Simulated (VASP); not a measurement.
# SnO2 (P4_2/mnm) in VASP: further runs, part 2 of 3

VASP 6.6.1. The steps go on from the part before.

### 3 Electric field gradients, LDA (volume scaled by 1.01)

INCAR

```
PREC     = Accurate       # precision mode
ENCUT    = 520            # plane-wave cutoff, eV
EDIFF    = 1E-8           # SCF threshold, eV
ISMEAR   = -1             # smearing method
SIGMA    = 0.03           # smearing width, eV
LREAL    = False          # projectors in reciprocal space
LASPH    = True           # aspherical terms in the spheres
NELM     = 100            # most SCF steps
ALGO     = Normal         # electronic algorithm
ISIF     = 2              # what is computed and relaxed
LWAVE    = False          # write WAVECAR
LCHARG   = False          # write CHGCAR
LEFG     = True         
NBANDS   = 35             # bands
```

KPOINTS

```
regular mesh
0
Gamma
  4 4 6
```

POSCAR

```
SnO2
1.0
    4.7530888199      0.0000000000      0.0000000000
    0.0000000000      4.7530888199      0.0000000000
    0.0000000000      0.0000000000      3.1969861243
Sn O
2 4
Direct
    0.0000000000      0.0000000000      0.0000000000
    0.5000000000      0.5000000000      0.5000000000
    0.3056200000      0.3056200000      0.0000000000
    0.1943800000      0.8056200000      0.5000000000
    0.6943800000      0.6943800000      0.0000000000
    0.8056200000      0.1943800000      0.5000000000
```

Potentials or basis: VASP PAW LDA potentials, release 64 (Sn_d, O).

On the command line:

```sh
cat potpaw_LDA.64/Sn_d/POTCAR potpaw_LDA.64/O/POTCAR > POTCAR
mpirun -np 1 vasp_std > vasp.out
```

OUTCAR:

```text
PREC = Accurate
   ENCUT = 520
   EDIFF = 1E-8
   ISMEAR = -1
   LREAL = False
   LASPH = True
   NELM = 100
   ISIF = 2

 ion  position               nearest neighbor table
   1  0.000  0.000  0.000-   3 2.05   5 2.05   4 2.06   6 2.06   4 2.06   6 2.06   2 3.72   2 3.72
                             2 3.72   2 3.72   2 3.72   2 3.72   2 3.72   2 3.72
   2  0.500  0.500  0.500-   4 2.05   6 2.05   5 2.06   3 2.06   3 2.06   5 2.06   1 3.72   1 3.72
                             1 3.72   1 3.72   1 3.72   1 3.72   1 3.72   1 3.72
   3  0.306  0.306  0.000-   1 2.05   2 2.06   2 2.06
   4  0.194  0.806  0.500-   2 2.05   1 2.06   1 2.06
   5  0.694  0.694  0.000-   1 2.05   2 2.06   2 2.06
   6  0.806  0.194  0.500-   2 2.05   1 2.06   1 2.06

  LATTYP: Found a simple tetragonal cell.
 ALAT       =     4.7530888199
 C/A-ratio  =     0.6726123255

  Lattice vectors:

 A1 = (   4.7530888199,   0.0000000000,   0.0000000000)
 A2 = (   0.0000000000,   4.7530888199,   0.0000000000)
 A3 = (   0.0000000000,   0.0000000000,   3.1969861243)

Analysis of symmetry for initial positions (statically):
[... 1129 lines left out ...]
    total drift:                                0.000000      0.000000      0.000000

  FREE ENERGIE OF THE ION-ELECTRON SYSTEM (eV)
  ---------------------------------------------------
  free  energy   TOTEN  =       -42.2758386452 eV

  energy  without entropy=      -42.2758386443  energy(sigma->0) =      -42.27583864

 Electric field gradients (V/A^2)
---------------------------------------------------------------------
 ion       V_xx      V_yy      V_zz      V_xy      V_xz      V_yz
---------------------------------------------------------------------
   1      24.631    24.631   -49.262   -31.880    -0.000     0.000
   2      24.631    24.631   -49.262    31.880    -0.000     0.000
   3     -23.415   -23.415    46.829    83.352     0.000     0.000
   4     -23.415   -23.415    46.829   -83.352    -0.000    -0.000
   5     -23.415   -23.415    46.829    83.352    -0.000     0.000
   6     -23.415   -23.415    46.829   -83.352     0.000     0.000
---------------------------------------------------------------------

 Electric field gradients after diagonalization (V/A^2)
 (convention: |V_zz| > |V_xx| > |V_yy|)
----------------------------------------------------------------------
 ion       V_xx      V_yy      V_zz     asymmetry (V_yy - V_xx)/ V_zz
----------------------------------------------------------------------
   1     -49.262    -7.249    56.511       0.743
   2     -49.262    -7.249    56.511       0.743
   3      59.938    46.829  -106.767       0.123
   4      59.938    46.829  -106.767       0.123
   5      59.938    46.829  -106.767       0.123
   6      59.938    46.829  -106.767       0.123
----------------------------------------------------------------------

           NMR quadrupolar parameters

 Cq : quadrupolar parameter    Cq=e*Q*V_zz/h
 eta: asymmetry parameters     (V_yy - V_xx)/ V_zz
 Q  : nuclear electric quadrupole moment in mb (millibarn)
----------------------------------------------------------------------
 ion       Cq(MHz)       eta       Q (mb)
----------------------------------------------------------------------
   1       0.137       0.743       1.000
   2       0.137       0.743       1.000
   3      -0.258       0.123       1.000
   4      -0.258       0.123       1.000
   5      -0.258       0.123       1.000
   6      -0.258       0.123       1.000
----------------------------------------------------------------------
```

Wall time 83 s (1 thread of Intel Xeon 8259CL, shared host); peak memory 0.18 GiB.

Results:

* Free energy: -42.2758 eV
* Pressure: -2.1 GPa
* Largest force: 0.082 eV/Å
* Band gap on the k mesh: 1.02 eV, direct

Forces on the atoms (eV/Å):
```
Sn   0.000  0.000  0.000
Sn   0.000  0.000  0.000
O    0.058  0.058  0.000
O   -0.058  0.058  0.000
O   -0.058 -0.058  0.000
O    0.058 -0.058  0.000
```

Electric field gradients, principal values (V/Å²):
| atom | least | middle | greatest (by size) |
| --- | --- | --- | --- |
| 1 Sn | -7.249 | -49.262 | 56.511 |
| 2 Sn | -7.249 | -49.262 | 56.511 |
| 3 O | 46.829 | 59.938 | -106.767 |
| 4 O | 46.829 | 59.938 | -106.767 |
| 5 O | 46.829 | 59.938 | -106.767 |
| 6 O | 46.829 | 59.938 | -106.767 |

Caveat: without QUAD_EFG the Cq values of the log hold for a quadrupole moment of 1 mb, not for the nuclei; spin-orbit coupling is left out, which moves the levels of the heavy elements.

### 4 Electric field gradients, LDA (volume scaled by 1.01)

INCAR

```
SYSTEM = SnO2
PREC = Accurate ; ENCUT = 520
EDIFF = 1E-8 ; ISMEAR = -1
SIGMA = 0.03 ; LREAL = .FALSE.
LASPH = .TRUE. ; NELM = 100
ALGO = Normal ; ISIF = 2
LWAVE = .FALSE. ; LCHARG = .FALSE.
GGA = CA ; LEFG = .TRUE.
NBANDS = 35
```

KPOINTS

```
Automatic mesh
0
G
  4 4 6
  0 0 0
```

POSCAR is that of step 3.

Potentials or basis: VASP PAW LDA potentials, release 64 (Sn_d, O).

On the command line:

```sh
cat potpaw_LDA.64/Sn_d/POTCAR potpaw_LDA.64/O/POTCAR > POTCAR
mpirun -np 1 vasp_std > vasp.out
```

OUTCAR:

```text
SYSTEM = SnO2
   PREC = Accurate
   ENCUT = 520
   EDIFF = 1E-8
   ISMEAR = -1
   LREAL = .FALSE.
   LASPH = .TRUE.
   NELM = 100
   ISIF = 2
   GGA = CA

 ion  position               nearest neighbor table
   1  0.000  0.000  0.000-   3 2.05   5 2.05   4 2.06   6 2.06   4 2.06   6 2.06   2 3.72   2 3.72
                             2 3.72   2 3.72   2 3.72   2 3.72   2 3.72   2 3.72
   2  0.500  0.500  0.500-   4 2.05   6 2.05   5 2.06   3 2.06   3 2.06   5 2.06   1 3.72   1 3.72
                             1 3.72   1 3.72   1 3.72   1 3.72   1 3.72   1 3.72
   3  0.306  0.306  0.000-   1 2.05   2 2.06   2 2.06
   4  0.194  0.806  0.500-   2 2.05   1 2.06   1 2.06
   5  0.694  0.694  0.000-   1 2.05   2 2.06   2 2.06
   6  0.806  0.194  0.500-   2 2.05   1 2.06   1 2.06

  LATTYP: Found a simple tetragonal cell.
 ALAT       =     4.7530888199
 C/A-ratio  =     0.6726123255

  Lattice vectors:

 A1 = (   4.7530888199,   0.0000000000,   0.0000000000)
 A2 = (   0.0000000000,   4.7530888199,   0.0000000000)
 A3 = (   0.0000000000,   0.0000000000,   3.1969861243)

Analysis of symmetry for initial positions (statically):
=====================================================================
 Subroutine PRICEL returns:
 Original cell was already a primitive cell.

 Routine SETGRP: Setting up the symmetry group for a
 simple tetragonal supercell.

 Subroutine GETGRP returns: Found 16 space group operations
 (whereof  8 operations were pure point group operations)
 out of a pool of 16 trial point group operations.

The static configuration has the point symmetry D_2h.
 The point group associated with its full space group is D_4h.

Analysis of symmetry for dynamics (positions and initial velocities):
[... 1092 lines left out ...]
  Total       -0.9936377     -0.9936377     -0.8055689      0.0000000      0.0000000      0.0000000
  in kB      -22.0417474    -22.0417474    -17.8698401      0.0000000      0.0000000      0.0000000
  external PRESSURE =     -20.6511116 kB  Pullay stress =       0.0000000 kB

 VOLUME and BASIS-vectors are now :
 -----------------------------------------------------------------------------
  energy-cutoff  :      520.00
  volume of cell :       72.23
      direct lattice vectors                 reciprocal lattice vectors
     4.753088820  0.000000000  0.000000000     0.210389504  0.000000000  0.000000000
     0.000000000  4.753088820  0.000000000     0.000000000  0.210389504  0.000000000
     0.000000000  0.000000000  3.196986124     0.000000000  0.000000000  0.312794601

 POSITION                                       TOTAL-FORCE (eV/Angst)
 -----------------------------------------------------------------------------------
      0.00000      0.00000      0.00000         0.000000     -0.000000      0.000000
      2.37654      2.37654      1.59849         0.000000     -0.000000      0.000000
      1.45264      1.45264      0.00000         0.057991      0.057991      0.000000
      0.92391      3.82918      1.59849        -0.057991      0.057991      0.000000
      3.30045      3.30045      0.00000        -0.057991     -0.057991      0.000000
      3.82918      0.92391      1.59849         0.057991     -0.057991      0.000000
 -----------------------------------------------------------------------------------
    total drift:                                0.000000      0.000000      0.000000

  FREE ENERGIE OF THE ION-ELECTRON SYSTEM (eV)
  ---------------------------------------------------
  free  energy   TOTEN  =       -42.2758386452 eV

  energy  without entropy=      -42.2758386443  energy(sigma->0) =      -42.27583864

 Electric field gradients (V/A^2)
---------------------------------------------------------------------
 ion       V_xx      V_yy      V_zz      V_xy      V_xz      V_yz
---------------------------------------------------------------------
   1      24.631    24.631   -49.262   -31.880    -0.000     0.000
   2      24.631    24.631   -49.262    31.880    -0.000     0.000
   3     -23.415   -23.415    46.829    83.352     0.000     0.000
   4     -23.415   -23.415    46.829   -83.352    -0.000    -0.000
   5     -23.415   -23.415    46.829    83.352    -0.000     0.000
   6     -23.415   -23.415    46.829   -83.352     0.000     0.000
---------------------------------------------------------------------

 Electric field gradients after diagonalization (V/A^2)
 (convention: |V_zz| > |V_xx| > |V_yy|)
----------------------------------------------------------------------
 ion       V_xx      V_yy      V_zz     asymmetry (V_yy - V_xx)/ V_zz
----------------------------------------------------------------------
   1     -49.262    -7.249    56.511       0.743
   2     -49.262    -7.249    56.511       0.743
   3      59.938    46.829  -106.767       0.123
   4      59.938    46.829  -106.767       0.123
   5      59.938    46.829  -106.767       0.123
   6      59.938    46.829  -106.767       0.123
----------------------------------------------------------------------

           NMR quadrupolar parameters

 Cq : quadrupolar parameter    Cq=e*Q*V_zz/h
 eta: asymmetry parameters     (V_yy - V_xx)/ V_zz
 Q  : nuclear electric quadrupole moment in mb (millibarn)
----------------------------------------------------------------------
 ion       Cq(MHz)       eta       Q (mb)
----------------------------------------------------------------------
   1       0.137       0.743       1.000
   2       0.137       0.743       1.000
   3      -0.258       0.123       1.000
   4      -0.258       0.123       1.000
   5      -0.258       0.123       1.000
   6      -0.258       0.123       1.000
----------------------------------------------------------------------
```

Run time: 67 s. Hardware: 1 thread of Intel Xeon 8259CL, shared host; peak memory 0.18 GiB.

Results:

```yaml
Free_energy: -42.2758 eV
Pressure: -2.1 GPa
Largest_force: 0.082 eV/Å
Band_gap_on_the_k_mesh: 1.02 eV, direct
```

Forces on the atoms (eV/Å):
```
Sn   0.000  0.000  0.000
Sn   0.000  0.000  0.000
O    0.058  0.058  0.000
O   -0.058  0.058  0.000
O   -0.058 -0.058  0.000
O    0.058 -0.058  0.000
```

Electric field gradients, principal values (V/Å²):
| atom | least | middle | greatest (by size) |
| --- | --- | --- | --- |
| 1 Sn | -7.249 | -49.262 | 56.511 |
| 2 Sn | -7.249 | -49.262 | 56.511 |
| 3 O | 46.829 | 59.938 | -106.767 |
| 4 O | 46.829 | 59.938 | -106.767 |
| 5 O | 46.829 | 59.938 | -106.767 |
| 6 O | 46.829 | 59.938 | -106.767 |

Caveat: without QUAD_EFG the Cq values of the log hold for a quadrupole moment of 1 mb, not for the nuclei; spin-orbit coupling is left out, which moves the levels of the heavy elements.

(Continued in part 3 of 3.)
